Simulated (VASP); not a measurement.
# CoSi (P2_13) in VASP: a series of runs

CoSi is run at these levels: r2SCAN; tasks: single point.

Everything below comes from runs of VASP 6.6.1. Logs are shortened: lines on timing, memory, paths and dates and some standing lists are left out, and cuts for length are marked.

## Step 1: The cell of the first run

It takes space group P2_13 (No. 198, cubic). The conventional cell has a = 4.383 Å, b = 4.383 Å, c = 4.383 Å, α = 90.00°, β = 90.00°, γ = 90.00°. Co (site symmetry 3) has 7 Si at 2.29 to 2.40 Å and 6 Co at 2.70 Å within 3.0 Å. Within 3.0 Å of Si (site symmetry 3) lie 7 Co at 2.29 to 2.40 Å and 6 Si at 2.71 Å.

## Step 2: Single point, r2SCAN

POSCAR

```
CoSi
1.0
    4.3831555894      0.0000000000      0.0000000000
    0.0000000000      4.3831555894      0.0000000000
    0.0000000000      0.0000000000      4.3831555894
Co Si
4 4
Direct
    0.1456786264      0.1456786264      0.1456786264
    0.6456786264      0.3543213736      0.8543213736
    0.8543213736      0.6456786264      0.3543213736
    0.3543213736      0.8543213736      0.6456786264
    0.8436056021      0.8436056021      0.8436056021
    1.3436056021     -0.3436056021      0.1563943979
    0.1563943979      1.3436056021     -0.3436056021
   -0.3436056021      0.1563943979      1.3436056021
```

INCAR.step1

```
SYSTEM = CoSi
  ALGO = Normal
  EDIFF = 1E-4
  ENCUT = 520
  GGA = PE
  ISMEAR = -1
  LASPH = .True.
  LCHARG = .False.
  LREAL = .False.
  LWAVE = .True.
  NBANDS = 36
  NELM = 80
  PREC = Accurate
  SIGMA = 0.05
```

INCAR.step2

```
SYSTEM = CoSi
  ALGO = Normal
  EDIFF = 1E-6
  ENCUT = 520
  ISIF = 2
  ISMEAR = -1
  ISTART = 1
  LASPH = .True.
  LCHARG = .False.
  LMIXTAU = .True.
  LREAL = .False.
  LWAVE = .False.
  METAGGA = R2SCAN
  NBANDS = 36
  NELM = 80
  PREC = Accurate
  SIGMA = 0.05
```

KPOINTS

```
k-points
0
Gamma
  8 8 8
  0 0 0
```

Potentials or basis: VASP PAW PBE potentials, release 64 (Co, Si).

Run with:

```bash
> cat potpaw_PBE.64/Co/POTCAR potpaw_PBE.64/Si/POTCAR > POTCAR
> cp INCAR.step1 INCAR
> mpirun -np 1 vasp_std > vasp.out
> cp INCAR.step2 INCAR
> mpirun -np 1 vasp_std > vasp.out
```

OUTCAR:

```text
SYSTEM = CoSi
   EDIFF = 1E-6
   ENCUT = 520
   ISIF = 2
   ISMEAR = -1
   ISTART = 1
   LASPH = .True.
   LREAL = .False.
   METAGGA = R2SCAN
   NELM = 80
   PREC = Accurate

 ion  position               nearest neighbor table
   1  0.146  0.146  0.146-   5 2.29   7 2.31   8 2.31   6 2.31   6 2.40   7 2.40   8 2.40   2 2.70
                             3 2.70   3 2.70   2 2.70   4 2.70   4 2.70
   2  0.646  0.354  0.854-   6 2.29   7 2.31   8 2.31   5 2.31   7 2.40   8 2.40   5 2.40   1 2.70
                             4 2.70   4 2.70   1 2.70   3 2.70   3 2.70
   3  0.854  0.646  0.354-   7 2.29   6 2.31   5 2.31   8 2.31   8 2.40   5 2.40   6 2.40   1 2.70
                             1 2.70   4 2.70   4 2.70   2 2.70   2 2.70
   4  0.354  0.854  0.646-   8 2.29   6 2.31   5 2.31   7 2.31   6 2.40   7 2.40   5 2.40   2 2.70
                             2 2.70   3 2.70   3 2.70   1 2.70   1 2.70
   5  0.844  0.844  0.844-   1 2.29   3 2.31   4 2.31   2 2.31   2 2.40   3 2.40   4 2.40   7 2.71
                             8 2.71   8 2.71   7 2.71   6 2.71   6 2.71
   6  0.344  0.656  0.156-   2 2.29   3 2.31   4 2.31   1 2.31   3 2.40   4 2.40   1 2.40   7 2.71
                             7 2.71   8 2.71   8 2.71   5 2.71   5 2.71
   7  0.156  0.344  0.656-   3 2.29   2 2.31   1 2.31   4 2.31   4 2.40   1 2.40   2 2.40   5 2.71
                             6 2.71   5 2.71   6 2.71   8 2.71   8 2.71
   8  0.656  0.156  0.344-   4 2.29   2 2.31   1 2.31   3 2.31   2 2.40   3 2.40   1 2.40   5 2.71
                             5 2.71   6 2.71   6 2.71   7 2.71   7 2.71

  LATTYP: Found a simple cubic cell.
 ALAT       =     4.3831555894

  Lattice vectors:

 A1 = (   4.3831555894,   0.0000000000,   0.0000000000)
 A2 = (   0.0000000000,   4.3831555894,   0.0000000000)
 A3 = (   0.0000000000,   0.0000000000,   4.3831555894)

Analysis of symmetry for initial positions (statically):
=====================================================================
 Subroutine PRICEL returns:
 Original cell was already a primitive cell.

 Routine SETGRP: Setting up the symmetry group for a
 simple cubic supercell.

 Subroutine GETGRP returns: Found 12 space group operations
 (whereof  3 operations were pure point group operations)
 out of a pool of 48 trial point group operations.

The static configuration has the point symmetry C_3 .
 The point group associated with its full space group is T   .

Analysis of symmetry for dynamics (positions and initial velocities):
=====================================================================
 Subroutine PRICEL returns:
 Original cell was already a primitive cell.

 Routine SETGRP: Setting up the symmetry group for a
 simple cubic supercell.

 Subroutine GETGRP returns: Found 12 space group operations
 (whereof  3 operations were pure point group operations)
 out of a pool of 48 trial point group operations.

The dynamic configuration has the point symmetry C_3 .
 The point group associated with its full space group is T   .

 Subroutine INISYM returns: Found 12 space group operations
 (whereof  3 operations are pure point group operations),
 and found     1 'primitive' translations

----------------------------------------------------------------------------------------

                                     Primitive cell

  volume of cell :      84.2094

  direct lattice vectors                    reciprocal lattice vectors
     4.383155589  0.000000000  0.000000000     0.228146133  0.000000000  0.000000000
     0.000000000  4.383155589  0.000000000     0.000000000  0.228146133  0.000000000
     0.000000000  0.000000000  4.383155589     0.000000000  0.000000000  0.228146133

  length of vectors
     4.383155589  4.383155589  4.383155589     0.228146133  0.228146133  0.228146133

  position of ions in fractional coordinates (direct lattice)
     0.145678626  0.145678626  0.145678626
     0.645678626  0.354321374  0.854321374
     0.854321374  0.645678626  0.354321374
     0.354321374  0.854321374  0.645678626
     0.843605602  0.843605602  0.843605602
     0.343605602  0.656394398  0.156394398
     0.156394398  0.343605602  0.656394398
     0.656394398  0.156394398  0.343605602

  ion indices of the primitive-cell ions
   primitive index   ion index
                 1           1
                 2           2
                 3           3
                 4           4
                 5           5
                 6           6
                 7           7
                 8           8

----------------------------------------------------------------------------------------

 KPOINTS: k-points

Automatic generation of k-mesh.
 Grid dimensions read from file:
 generate k-points for:    8    8    8

 Generating k-lattice:

  Cartesian coordinates                     Fractional coordinates (reciprocal lattice)
     0.028518267  0.000000000  0.000000000     0.125000000  0.000000000  0.000000000
     0.000000000  0.028518267  0.000000000     0.000000000  0.125000000  0.000000000
     0.000000000  0.000000000  0.028518267     0.000000000  0.000000000  0.125000000

  Length of vectors
     0.028518267  0.028518267  0.028518267

  Shift w.r.t. Gamma in fractional coordinates (k-lattice)
     0.000000000  0.000000000  0.000000000

 Subroutine IBZKPT returns following result:
 ===========================================

 Found     45 irreducible k-points:

 Following reciprocal coordinates:
            Coordinates               Weight
  0.000000  0.000000  0.000000      1.000000
  0.125000  0.000000  0.000000      6.000000
  0.250000  0.000000  0.000000      6.000000
  0.375000  0.000000  0.000000      6.000000
  0.500000  0.000000  0.000000      3.000000
  0.125000  0.125000  0.000000     12.000000
[... 16 lines left out ...]
  0.250000  0.125000  0.125000     24.000000
  0.375000  0.125000  0.125000     24.000000
 [... further k-points ...]
   k-points           NKPTS =     45   k-points in BZ     NKDIM =     45   number of bands    NBANDS=     36
   number of dos      NEDOS =    301   number of ions     NIONS =      8
   total plane-waves  NPLWV =  46656
   dimension x,y,z NGX =    36 NGY =   36 NGZ =   36
   dimension x,y,z NGXF=    72 NGYF=   72 NGZF=   72
   ions per type =               4   4
   NGX,Y,Z   is equivalent  to a cutoff of  13.65, 13.65, 13.65 a.u.
   NGXF,Y,Z  is equivalent  to a cutoff of  27.31, 27.31, 27.31 a.u.
 SYSTEM =  CoSi
   PREC   = accura    normal or accurate (medium, high low for compatibility)
   ISTART =      1    job   : 0-new  1-cont  2-samecut
   ICHARG =      0    charge: 1-file 2-atom 10-const
   ISPIN  =      1    spin polarized calculation?
   LNONCOLLINEAR =      F non collinear calculations
   LSORBIT =      F    spin-orbit coupling
   LASPH  =      T    aspherical Exc in radial PAW
   ENCUT  =  520.0 eV  38.22 Ry    6.18 a.u.   8.15  8.15  8.15*2*pi/ulx,y,z
   NELM   =     80;   NELMIN=  2; NELMDL=  0     # of ELM steps
   EDIFF  = 0.1E-05   stopping-criterion for ELM
   LREAL  =      F    real-space projection
   EDIFFG = 0.1E-04   stopping-criterion for IOM
   NSW    =      0    number of steps for IOM
   IBRION =     -1    ionic relax: 0-MD 1-quasi-New 2-CG
   NFREE  =      0    steps in history (QN), initial steepest desc. (CG)
   ISIF   =      2    stress and relaxation
   ISYM   =      2    0-nonsym 1-usesym 2-fastsym
   POTIM  = 0.5000    time-step for ionic-motion
   TEBEG  =    0.0;   TEEND  =   0.0 temperature during run
   PSTRESS=    0.0 pullay stress
   NELECT =      52.0000    total number of electrons
   NUPDOWN=      -1.0000    fix difference up-down
   EMIN   =  10.00;   EMAX   =-10.00  energy-range for DOS
   EFERMI =   0.00;   METHOD = LEGACY
   ISMEAR =    -1;   SIGMA  =   0.05  broadening in eV -4-tet -1-fermi 0-gaus
   EFERMI_NEDOS =   21; number of points for ismear=-14 and -15
   IALGO  =     38    algorithm
   IMIX   =      4    mixing-type and parameters
     AMIX     =   0.40;   BMIX     =  1.00
     AMIX_MAG =   1.60;   BMIX_MAG =  1.00
  volume/ion in A,a.u.               =      10.53        71.03
  Fermi-wavevector in a.u.,A,eV,Ry     =   1.394084  2.634437 26.442531  1.943471
  Thomas-Fermi vector in A             =   2.517668
   LORBIT       =      0    0 simple, 1 ext, 2 COOP (PROOUT), +10 PAW based schemes
   METAGGA = R2SCAN    functional components
   LHFCALC =     F    Hartree Fock is set to
   AEXX    =    0.0000 exact exchange contribution
   IVDW    =     0    specifies the selected vdW correction
   LEPSILON=     F    determine dielectric tensor
   LRPA    =     F    only Hartree local field effects (RPA)
 non-spin polarized calculation
  energy-cutoff  :      520.00
  volume of cell :       84.21
 maximum number of plane-waves:      2301
 NGX is ok and might be reduce to    36
   NGX = 17   NGY = 17   NGZ = 17

 number of electron      51.9999986 magnetization

 Free energy of the ion-electron system (eV)
  ---------------------------------------------------
  ext. energy  EPLUGINS =         0.00000000
  ---------------------------------------------------
  free energy    TOTEN  =       -91.96873298 eV

  energy without entropy =      -91.95709681  energy(sigma->0) =      -91.96291490

 E-fermi :  12.5680     XC(G=0): -14.0895

 val. band max:       12.5518789458   @ k =   0.5000   0.5000   0.3750
 cond. band min:      12.6983511797   @ k =   0.3750   0.3750   0.3750
 fundamental gap:      0.1464722339
 Fermi energy:        12.5680222585

 k-point     1 :       0.0000    0.0000    0.0000
  band No.  band energies     occupation
      1      -2.1787      2.00000
      2       3.7647      2.00000
      3       3.7647      2.00000
      4       3.7647      2.00000
      5       6.5493      2.00000
      6       6.5493      2.00000
[... 28 lines left out ...]
     35      16.3700      0.00000
     36      17.7799      0.00000

 k-point     2 :       0.1250    0.0000    0.0000
  band No.  band energies     occupation
      1      -2.0530      2.00000
      2       2.9061      2.00000
      3       3.8451      2.00000
      4       4.3841      2.00000
      5       6.0826      2.00000
      6       6.6229      2.00000
[... 28 lines left out ...]
     35      16.9138      0.00000
     36      18.2240      0.00000
[... 817 lines left out ...]
     35      17.4475      0.00000
     36      18.0550      0.00000

 k-point    24 :       0.3750    0.1250    0.1250
  band No.  band energies     occupation
      1      -0.8311      2.00000
      2       0.9465      2.00000
      3       3.7939      2.00000
      4       4.8533      2.00000
      5       5.5902      2.00000
      6       6.4219      2.00000
[... 28 lines left out ...]
     35      17.7602      0.00000
     36      18.7294      0.00000

 [... further k-points ...]
[... 5 lines left out ...]
  --------------------------------------------------------------------------------------
  -------------------------------------------------------------------------------------
  Total        0.0363578      0.0363578      0.0363578      0.0000000     -0.0000000      0.0000000
  in kB        0.6917479      0.6917479      0.6917479      0.0000000     -0.0000000      0.0000000
  external PRESSURE =       0.6917479 kB  Pullay stress =       0.0000000 kB

 VOLUME and BASIS-vectors are now :
 -----------------------------------------------------------------------------
  energy-cutoff  :      520.00
  volume of cell :       84.21
      direct lattice vectors                 reciprocal lattice vectors
     4.383155589  0.000000000  0.000000000     0.228146133  0.000000000  0.000000000
     0.000000000  4.383155589  0.000000000     0.000000000  0.228146133  0.000000000
     0.000000000  0.000000000  4.383155589     0.000000000  0.000000000  0.228146133

 POSITION                                       TOTAL-FORCE (eV/Angst)
 -----------------------------------------------------------------------------------
      0.63853      0.63853      0.63853         0.002132      0.002132      0.002132
      2.83011      1.55305      3.74462         0.002132     -0.002132     -0.002132
      3.74462      2.83011      1.55305        -0.002132      0.002132     -0.002132
      1.55305      3.74462      2.83011        -0.002132     -0.002132      0.002132
      3.69765      3.69765      3.69765         0.001979      0.001979      0.001979
      1.50608      2.87708      0.68550         0.001979     -0.001979     -0.001979
      0.68550      1.50608      2.87708        -0.001979      0.001979     -0.001979
      2.87708      0.68550      1.50608        -0.001979     -0.001979      0.001979
 -----------------------------------------------------------------------------------
    total drift:                                0.000000      0.000000      0.000000

  FREE ENERGIE OF THE ION-ELECTRON SYSTEM (eV)
  ---------------------------------------------------
  free  energy   TOTEN  =       -91.9687329787 eV

  energy  without entropy=      -91.9570968115  energy(sigma->0) =      -91.96291490
```

Run time: 8.2 min. Hardware: 1 thread of AMD EPYC 7R43 (Zen 3), shared host; peak memory 0.25 GiB.

What came out:

| Item | Value |
| --- | --- |
| Free energy | -91.9687 eV |
| Pressure | 0.1 GPa |
| Largest force | 0.004 eV/Å |
| Band gap on the k mesh | zero (band 26 reaches 12.53 eV, above the bottom of band 27 at 12.32 eV) |

Forces in eV/Å, atoms in the order of the input:
```
Co   0.002  0.002  0.002
Co   0.002 -0.002 -0.002
Co  -0.002  0.002 -0.002
Co  -0.002 -0.002  0.002
Si   0.002  0.002  0.002
Si   0.002 -0.002 -0.002
Si  -0.002  0.002 -0.002
Si  -0.002 -0.002  0.002
```

Caveat: the PAW data sets were made with another functional, which shifts forces and pressure a little. Spin polarisation is off, so any magnetic state and its effect on volume and gap are missing.

## Step 3: Single point, r2SCAN

This run uses another cell than the first one, of 10.98 Å³/atom, 1.043 times its volume.

POSCAR

```
CoSi
1.0
    4.4450000000      0.0000000000      0.0000000000
    0.0000000000      4.4450000000      0.0000000000
    0.0000000000      0.0000000000      4.4450000000
Co Si
4 4
Direct
    0.1440000000      0.1440000000      0.1440000000
    0.6440000000      0.3560000000      0.8560000000
    0.8560000000      0.6440000000      0.3560000000
    0.3560000000      0.8560000000      0.6440000000
    0.8430000000      0.8430000000      0.8430000000
    1.3430000000     -0.3430000000      0.1570000000
    0.1570000000      1.3430000000     -0.3430000000
   -0.3430000000      0.1570000000      1.3430000000
```

INCAR.step1

```
SYSTEM = CoSi
PREC = Accurate
ENCUT = 520
ISMEAR = -1
SIGMA = 0.05
LREAL = .False.
LASPH = .True.
NELM = 80
NBANDS = 36
GGA = PE
ALGO = Normal
EDIFF = 1E-4
LWAVE = .True.
LCHARG = .False.
```

INCAR.step2

```
SYSTEM = CoSi
PREC = Accurate
ENCUT = 520
EDIFF = 1E-7
ISMEAR = -1
SIGMA = 0.05
LREAL = .False.
LASPH = .True.
NELM = 80
ALGO = Normal
ISIF = 2
LWAVE = .False.
LCHARG = .False.
METAGGA = R2SCAN
LMIXTAU = .True.
NBANDS = 36
ISTART = 1
```

KPOINTS

```
regular mesh
0
Gamma
  8 8 8
  0 0 0
```

Potentials or basis: VASP PAW PBE potentials, release 64 (Co, Si).

Run with:

```bash
> cat potpaw_PBE.64/Co/POTCAR potpaw_PBE.64/Si/POTCAR > POTCAR
> cp INCAR.step1 INCAR
> mpirun -np 1 vasp_std > vasp.out
> cp INCAR.step2 INCAR
> mpirun -np 1 vasp_std > vasp.out
```

OUTCAR:

```text
SYSTEM = CoSi
   PREC = Accurate
   ENCUT = 520
   EDIFF = 1E-7
   ISMEAR = -1
   LREAL = .False.
   LASPH = .True.
   NELM = 80
   ISIF = 2
   METAGGA = R2SCAN
   ISTART = 1

 ion  position               nearest neighbor table
   1  0.144  0.144  0.144-   5 2.32   6 2.34   7 2.34   8 2.34   6 2.45   7 2.45   8 2.45   3 2.73
                             4 2.73   2 2.73   4 2.73   3 2.73   2 2.73
   2  0.644  0.356  0.856-   6 2.32   5 2.34   7 2.34   8 2.34   7 2.45   8 2.45   5 2.45   1 2.73
                             3 2.73   3 2.73   4 2.73   4 2.73   1 2.73
   3  0.856  0.644  0.356-   7 2.32   6 2.34   5 2.34   8 2.34   8 2.45   5 2.45   6 2.45   1 2.73
                             2 2.73   2 2.73   1 2.73   4 2.73   4 2.73
[... 1161 lines left out ...]
  external PRESSURE =     -92.3863817 kB  Pullay stress =       0.0000000 kB

 VOLUME and BASIS-vectors are now :
 -----------------------------------------------------------------------------
  energy-cutoff  :      520.00
  volume of cell :       87.82
      direct lattice vectors                 reciprocal lattice vectors
     4.445000000  0.000000000  0.000000000     0.224971879  0.000000000  0.000000000
     0.000000000  4.445000000  0.000000000     0.000000000  0.224971879  0.000000000
     0.000000000  0.000000000  4.445000000     0.000000000  0.000000000  0.224971879

 POSITION                                       TOTAL-FORCE (eV/Angst)
 -----------------------------------------------------------------------------------
      0.64008      0.64008      0.64008         0.001689      0.001689      0.001689
      2.86258      1.58242      3.80492         0.001689     -0.001689     -0.001689
      3.80492      2.86258      1.58242        -0.001689      0.001689     -0.001689
      1.58242      3.80492      2.86258        -0.001689     -0.001689      0.001689
      3.74714      3.74714      3.74714        -0.000742     -0.000742     -0.000742
      1.52464      2.92036      0.69786        -0.000742      0.000742      0.000742
      0.69786      1.52464      2.92036         0.000742     -0.000742      0.000742
      2.92036      0.69786      1.52464         0.000742      0.000742     -0.000742
 -----------------------------------------------------------------------------------
    total drift:                               -0.000000      0.000000      0.000000

  FREE ENERGIE OF THE ION-ELECTRON SYSTEM (eV)
  ---------------------------------------------------
  free  energy   TOTEN  =       -91.8614502950 eV

  energy  without entropy=      -91.8484492393  energy(sigma->0) =      -91.85494977
```

OSZICAR.step1:

```text
N       E                     dE             d eps       ncg     rms          rms(c)
DAV:   1     0.352206413345E+03    0.35221E+03   -0.21952E+04  3240   0.165E+03
DAV:   2    -0.308811362785E+02   -0.38309E+03   -0.36579E+03  3240   0.361E+02
DAV:   3    -0.594485904504E+02   -0.28567E+02   -0.27186E+02  3572   0.118E+02
DAV:   4    -0.606236002749E+02   -0.11750E+01   -0.11611E+01  4196   0.219E+01
DAV:   5    -0.606659974222E+02   -0.42397E-01   -0.42359E-01  4128   0.400E+00    0.272E+01
DAV:   6    -0.670555912514E+02   -0.63896E+01   -0.11145E+02  4228   0.133E+02    0.281E+01
DAV:   7    -0.546654041034E+02    0.12390E+02   -0.48151E+01  3760   0.972E+01    0.707E+00
DAV:   8    -0.548472842616E+02   -0.18188E+00   -0.40871E+00  3604   0.101E+01    0.291E+00
DAV:   9    -0.547526221434E+02    0.94662E-01   -0.24456E-01  4596   0.600E+00    0.943E-01
DAV:  10    -0.547489903225E+02    0.36318E-02   -0.17287E-02  3704   0.838E-01    0.307E-01
DAV:  11    -0.547480308077E+02    0.95951E-03   -0.23052E-03  5064   0.537E-01    0.104E-01
DAV:  12    -0.547479689722E+02    0.61835E-04   -0.16201E-04  2140   0.139E-01
   1 F= -.54747969E+02 E0= -.54740853E+02  d E =-.142329E-01
```

It took 9.8 min on 1 thread of AMD EPYC 7R43 (Zen 3), shared host; peak memory 0.25 GiB.

Results:

- Free energy: -91.8615 eV
- Pressure: -9.2 GPa
- Band gap on the k mesh: zero (band 26 reaches 11.87 eV, above the bottom of band 27 at 11.68 eV)

Forces in eV/Å, atoms in the order of the input:
```
Co   0.002  0.002  0.002
Co   0.002 -0.002 -0.002
Co  -0.002  0.002 -0.002
Co  -0.002 -0.002  0.002
Si  -0.001 -0.001 -0.001
Si  -0.001  0.001  0.001
Si   0.001 -0.001  0.001
Si   0.001  0.001 -0.001
```

Caveat: the PAW data sets were made with another functional, which shifts forces and pressure a little. Spin polarisation is off, so any magnetic state and its effect on volume and gap are missing.
